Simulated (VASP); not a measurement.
# Te2Mo in VASP: relaxation of the atoms with PBE+D3(BJ)

Aim: the relaxation of the atoms of Te2Mo with PBE+D3(BJ).

Program: VASP 6.6.1. These are calculated values, not measurements. Logs are shortened: lines on timing, memory, paths and dates and some standing lists are left out, and cuts for length are marked.

## 1. The cell of the first run

The cell holds a slab with vacuum, 3 atoms: a = 3.574 Å, b = 3.574 Å, c = 33.270 Å, α = 90.00°, β = 90.00°, γ = 120.00°.

## 2. Relaxation of the atoms, PBE+D3(BJ) (biaxial strain +0.020)

INCAR

```
SYSTEM = Te2Mo
PREC = Accurate
ENCUT = 520
EDIFF = 1E-6
ISMEAR = 0
SIGMA = 0.02
LREAL = .False.
LASPH = .True.
NELM = 80
ALGO = Normal
ISIF = 2
LWAVE = .False.
LCHARG = .False.
LDIPOL = .True.
IDIPOL = 3
DIPOL = 0.5 0.5 0.500
GGA = PE
IVDW = 12
IBRION = 2
NSW = 60
EDIFFG = -0.01
```

KPOINTS

```
Automatic mesh
0
Gamma
  12 12 1
  0 0 0
```

POSCAR

```
Te2Mo
1.0
    3.5739700375      0.0000000000      0.0000000000
   -1.7869850188      3.0951488448      0.0000000000
    0.0000000000      0.0000000000     33.2702079551
Te Mo
2 1
Direct
    0.3333333333      0.6666666667      0.4453878238
    0.3333333333      0.6666666667      0.5546121762
    0.6666666667      0.3333333333      0.5000000000
```

Potentials or basis: VASP PAW PBE potentials, release 64 (Te, Mo_sv).

Started as:

```bash
> cat potpaw_PBE.64/Te/POTCAR potpaw_PBE.64/Mo_sv/POTCAR > POTCAR
> mpirun -np 1 vasp_std > vasp.out
```

OUTCAR:

```text
SYSTEM = Te2Mo
   PREC = Accurate
   ENCUT = 520
   EDIFF = 1E-6
   ISMEAR = 0
   LREAL = .False.
   LASPH = .True.
   NELM = 80
   ISIF = 2
   GGA = PE
   IVDW = 12
   IBRION = 2
   NSW = 60
   EDIFFG = -0.01
 IVDW          = 12

 ion  position               nearest neighbor table
   1  0.333  0.667  0.445-   3 2.75   3 2.75   3 2.75   2 3.63
   2  0.333  0.667  0.555-   3 2.75   3 2.75   3 2.75   1 3.63
   3  0.667  0.333  0.500-   1 2.75   2 2.75   1 2.75   2 2.75   1 2.75   2 2.75

  LATTYP: Found a hexagonal cell.
 ALAT       =     3.5739700375
 C/A-ratio  =     9.3090338212

  Lattice vectors:

 A1 = (   3.5739700375,   0.0000000000,   0.0000000000)
 A2 = (  -1.7869850188,   3.0951488448,   0.0000000000)
 A3 = (   0.0000000000,   0.0000000000,  33.2702079551)

Analysis of symmetry for initial positions (statically):
=====================================================================
 Subroutine PRICEL returns:
 Original cell was already a primitive cell.

 Routine SETGRP: Setting up the symmetry group for a
 hexagonal supercell.

 Subroutine GETGRP returns: Found 12 space group operations
 (whereof 12 operations were pure point group operations)
 out of a pool of 24 trial point group operations.

The static configuration has the point symmetry D_3h.

Analysis of symmetry for dynamics (positions and initial velocities):
=====================================================================
 Subroutine PRICEL returns:
 Original cell was already a primitive cell.

 Routine SETGRP: Setting up the symmetry group for a
 hexagonal supercell.

 Subroutine GETGRP returns: Found 12 space group operations
 (whereof 12 operations were pure point group operations)
 out of a pool of 24 trial point group operations.

The dynamic configuration has the point symmetry D_3h.

 Subroutine INISYM returns: Found 12 space group operations
 (whereof 12 operations are pure point group operations),
 and found     1 'primitive' translations

----------------------------------------------------------------------------------------

                                     Primitive cell

  volume of cell :     368.0340

  direct lattice vectors                    reciprocal lattice vectors
     3.573970038  0.000000000  0.000000000     0.279800891  0.161543120  0.000000000
    -1.786985019  3.095148845  0.000000000     0.000000000  0.323086239  0.000000000
     0.000000000  0.000000000 33.270207955     0.000000000  0.000000000  0.030056921

  length of vectors
     3.573970038  3.573970037 33.270207955     0.323086239  0.323086239  0.030056921

  position of ions in fractional coordinates (direct lattice)
     0.333333333  0.666666667  0.445387824
     0.333333333  0.666666667  0.554612176
     0.666666667  0.333333333  0.500000000

  ion indices of the primitive-cell ions
   primitive index   ion index
                 1           1
                 2           2
                 3           3

----------------------------------------------------------------------------------------

 KPOINTS: Automatic mesh

Automatic generation of k-mesh.
 Grid dimensions read from file:
 generate k-points for:   12   12    1

 Generating k-lattice:

  Cartesian coordinates                     Fractional coordinates (reciprocal lattice)
     0.023316741  0.013461927  0.000000000     0.083333333  0.000000000  0.000000000
     0.000000000  0.026923853  0.000000000     0.000000000  0.083333333  0.000000000
     0.000000000  0.000000000  0.030056921     0.000000000  0.000000000  1.000000000

  Length of vectors
     0.026923853  0.026923853  0.030056921

  Shift w.r.t. Gamma in fractional coordinates (k-lattice)
     0.000000000  0.000000000  0.000000000

 Subroutine IBZKPT returns following result:
 ===========================================

 Found     19 irreducible k-points:

 Following reciprocal coordinates:
            Coordinates               Weight
  0.000000  0.000000  0.000000      1.000000
  0.083333  0.000000  0.000000      6.000000
  0.166667  0.000000  0.000000      6.000000
  0.250000  0.000000  0.000000      6.000000
  0.333333 -0.000000  0.000000      6.000000
  0.416667  0.000000  0.000000      6.000000
[... 11 lines left out ...]
  0.333333  0.250000  0.000000     12.000000
  0.333333  0.333333  0.000000      2.000000
   k-points           NKPTS =     19   k-points in BZ     NKDIM =     19   number of bands    NBANDS=     17
   number of dos      NEDOS =    301   number of ions     NIONS =      3
   total plane-waves  NPLWV = 196000
   dimension x,y,z NGX =    28 NGY =   28 NGZ =  250
   dimension x,y,z NGXF=    56 NGYF=   56 NGZF=  500
   ions per type =               2   1
   NGX,Y,Z   is equivalent  to a cutoff of  13.02, 13.02, 12.49 a.u.
   NGXF,Y,Z  is equivalent  to a cutoff of  26.05, 26.05, 24.98 a.u.
 SYSTEM =  Te2Mo
   PREC   = accura    normal or accurate (medium, high low for compatibility)
   ISTART =      0    job   : 0-new  1-cont  2-samecut
   ICHARG =      2    charge: 1-file 2-atom 10-const
   ISPIN  =      1    spin polarized calculation?
   LNONCOLLINEAR =      F non collinear calculations
   LSORBIT =      F    spin-orbit coupling
   LASPH  =      T    aspherical Exc in radial PAW
   ENCUT  =  520.0 eV  38.22 Ry    6.18 a.u.   6.65  6.65 61.86*2*pi/ulx,y,z
   NELM   =     80;   NELMIN=  2; NELMDL= -5     # of ELM steps
   EDIFF  = 0.1E-05   stopping-criterion for ELM
   LREAL  =      F    real-space projection
   EDIFFG = -.1E-01   stopping-criterion for IOM
   NSW    =     60    number of steps for IOM
   IBRION =      2    ionic relax: 0-MD 1-quasi-New 2-CG
   NFREE  =      1    steps in history (QN), initial steepest desc. (CG)
   ISIF   =      2    stress and relaxation
   ISYM   =      2    0-nonsym 1-usesym 2-fastsym
   POTIM  = 0.5000    time-step for ionic-motion
   TEBEG  =    0.0;   TEEND  =   0.0 temperature during run
   PSTRESS=    0.0 pullay stress
   NELECT =      26.0000    total number of electrons
   NUPDOWN=      -1.0000    fix difference up-down
   EMIN   =  10.00;   EMAX   =-10.00  energy-range for DOS
   EFERMI =   0.00;   METHOD = LEGACY
   ISMEAR =     0;   SIGMA  =   0.02  broadening in eV -4-tet -1-fermi 0-gaus
   EFERMI_NEDOS =   21; number of points for ismear=-14 and -15
   IALGO  =     38    algorithm
   IMIX   =      4    mixing-type and parameters
     AMIX     =   0.40;   BMIX     =  1.00
     AMIX_MAG =   1.60;   BMIX_MAG =  1.00
  volume/ion in A,a.u.               =     122.68       827.87
  Fermi-wavevector in a.u.,A,eV,Ry     =   0.676763  1.278897  6.231580  0.458008
  Thomas-Fermi vector in A             =   1.754172
   LORBIT       =      0    0 simple, 1 ext, 2 COOP (PROOUT), +10 PAW based schemes
   GGA     = PE    functional components
   LHFCALC =     F    Hartree Fock is set to
   AEXX    =    0.0000 exact exchange contribution
   IVDW    =    12    specifies the selected vdW correction
   LEPSILON=     F    determine dielectric tensor
   LRPA    =     F    only Hartree local field effects (RPA)
 conjugate gradient relaxation of ions
 non-spin polarized calculation
 Gauss-broadening in eV      SIGMA  =   0.02
  energy-cutoff  :      520.00
  volume of cell :      368.03
 maximum number of plane-waves:      9999
 NGX is ok and might be reduce to    28
   NGX = 13   NGY = 13   NGZ =123

--------------------------------------- Ionic step        1  -------------------------------------------

 number of electron      26.0000001 magnetization

 Free energy of the ion-electron system (eV)
  ---------------------------------------------------
  ext. energy  EPLUGINS =         0.00000000
  ---------------------------------------------------
  free energy    TOTEN  =       -18.01932981 eV

  energy without entropy =      -18.01932981  energy(sigma->0) =      -18.01932981

------------------------ aborting loop because EDIFF is reached ----------------------------------------

 Edisp (eV)   -1.15474

 E8    (eV) :    -0.5626

  FORCE on cell =-STRESS in cart. coord.  units (eV):
  Direction    XX          YY          ZZ          XY          YZ          ZX
  --------------------------------------------------------------------------------------
  -------------------------------------------------------------------------------------
  Total      -1.81284    -1.81284    -1.20500     0.00000    -0.00000     0.00000
  in kB      -7.89190    -7.89190    -5.24579     0.00000    -0.00000     0.00000
  external pressure =       -7.01 kB  Pullay stress =        0.00 kB

 VOLUME and BASIS-vectors are now :
 -----------------------------------------------------------------------------
  energy-cutoff  :      520.00
  volume of cell :      368.03
      direct lattice vectors                 reciprocal lattice vectors
     3.573970038  0.000000000  0.000000000     0.279800891  0.161543120  0.000000000
    -1.786985019  3.095148845  0.000000000     0.000000000  0.323086239  0.000000000
     0.000000000  0.000000000 33.270207955     0.000000000  0.000000000  0.030056921
[... 42 lines left out ...]
 POSITION                                       TOTAL-FORCE (eV/Angst)
 -----------------------------------------------------------------------------------
     -0.00000      2.06343     14.83399        -0.000000      0.000000      0.122429
     -0.00000      2.06343     18.43621        -0.000000      0.000000     -0.122429
      1.78699      1.03172     16.63510         0.000000     -0.000000      0.000000
 -----------------------------------------------------------------------------------
    total drift:                               -0.000000      0.000000      0.000000

  FREE ENERGIE OF THE ION-ELECTRON SYSTEM (eV)
  ---------------------------------------------------
  free  energy   TOTEN  =       -19.1812589079 eV

  energy  without entropy=      -19.1812589079  energy(sigma->0) =      -19.18125891

--------------------------------------- Ionic step        3  -------------------------------------------

 number of electron      26.0000002 magnetization

 dipolmoment           0.000000      0.000000      0.000000 electrons x Angstroem

 Free energy of the ion-electron system (eV)
  ---------------------------------------------------
  ext. energy  EPLUGINS =         0.00000000
  ---------------------------------------------------
  free energy    TOTEN  =       -18.02106170 eV

  energy without entropy =      -18.02106170  energy(sigma->0) =      -18.02106170

 E-fermi :  -2.1213     XC(G=0):  -2.5155

 val. band max:       -2.2955516805   @ k =   0.3333   0.3333   0.0000
 cond. band min:      -1.2699036470   @ k =   0.3333   0.3333   0.0000
 fundamental gap:      1.0256480335
 Fermi energy:        -2.1213283259

 k-point     1 :       0.0000    0.0000    0.0000
  band No.  band energies     occupation
      1     -62.9775      2.00000
      2     -37.1134      2.00000
      3     -37.0285      2.00000
      4     -37.0285      2.00000
      5     -14.7793      2.00000
      6     -13.8070      2.00000
[... 9 lines left out ...]
     16       1.0088      0.00000
     17       1.0088      0.00000
[... 341 lines left out ...]
 k-point    19 :       0.3333    0.3333    0.0000
  band No.  band energies     occupation
      1     -62.9687      2.00000
      2     -37.1118      2.00000
      3     -37.0968      2.00000
      4     -37.0862      2.00000
      5     -12.6265      2.00000
      6     -12.3620      2.00000
[... 9 lines left out ...]
     16       0.1940      0.00000
     17       1.7000      0.00000

------------------------ aborting loop because EDIFF is reached ----------------------------------------

 vacuum level on the upper side and lower side of the slab       (xc-potential included)        -0.007        -0.007

 Edisp (eV)   -1.16132

 E8    (eV) :    -0.5661

  FORCE on cell =-STRESS in cart. coord.  units (eV):
  Direction    XX          YY          ZZ          XY          YZ          ZX
  --------------------------------------------------------------------------------------
  -------------------------------------------------------------------------------------
  Total      -1.39763    -1.39763    -0.02261     0.00000     0.00000     0.00000
  in kB      -6.08437    -6.08437    -0.09844     0.00000     0.00000     0.00000
  external pressure =       -4.09 kB  Pullay stress =        0.00 kB

 VOLUME and BASIS-vectors are now :
 -----------------------------------------------------------------------------
  energy-cutoff  :      520.00
  volume of cell :      368.03
      direct lattice vectors                 reciprocal lattice vectors
     3.573970038  0.000000000  0.000000000     0.279800891  0.161543120  0.000000000
    -1.786985019  3.095148845  0.000000000     0.000000000  0.323086239  0.000000000
     0.000000000  0.000000000 33.270207955     0.000000000  0.000000000  0.030056921

 POSITION                                       TOTAL-FORCE (eV/Angst)
 -----------------------------------------------------------------------------------
     -0.00000      2.06343     14.84287         0.000000      0.000000      0.002637
     -0.00000      2.06343     18.42734         0.000000      0.000000     -0.002637
      1.78699      1.03172     16.63510        -0.000000     -0.000000      0.000000
 -----------------------------------------------------------------------------------
    total drift:                               -0.000000      0.000000      0.000000

  FREE ENERGIE OF THE ION-ELECTRON SYSTEM (eV)
  ---------------------------------------------------
  free  energy   TOTEN  =       -19.1823857448 eV

  energy  without entropy=      -19.1823857448  energy(sigma->0) =      -19.18238574

 reached required accuracy - stopping structural energy minimisation

 vacuum level on the upper side and lower side of the slab         2.618         2.618
```

Wall time 5.7 min (1 thread of Oxide Virtual Turin-like, shared host); peak memory 0.51 GiB.

What came out:

- Free energy: -19.1824 eV
- Energy gained by relaxing: 2.8 meV/atom
- Ionic steps: 3
- Band gap on the k mesh: 1.03 eV
- Dispersion energy per atom: -0.387 eV

Forces in eV/Å, atoms in the order of the input:
```
Te   0.000  0.000  0.003
Te   0.000  0.000 -0.003
Mo   0.000  0.000  0.000
```

Step by step:
```csv
step,energy change (eV),largest force (eV/Å),pressure (GPa)
1,0.0000,0.3285,-0.70
2,-0.0072,0.1224,-0.51
3,-0.0083,0.0026,-0.41
```

Final structure:
```
Te Mo
1.0
     3.57397    0.00000    0.00000
    -1.78699    3.09515    0.00000
     0.00000    0.00000   33.27021
Te Mo
2 1
Cartesian
  0.0000 2.0634 14.8429
  0.0000 2.0634 18.4273
  1.7870 1.0317 16.6351
```

Caveat: the cell differs from its parent crystal (biaxial strain +0.020); spin-orbit coupling is left out, which moves the levels of the heavy elements.
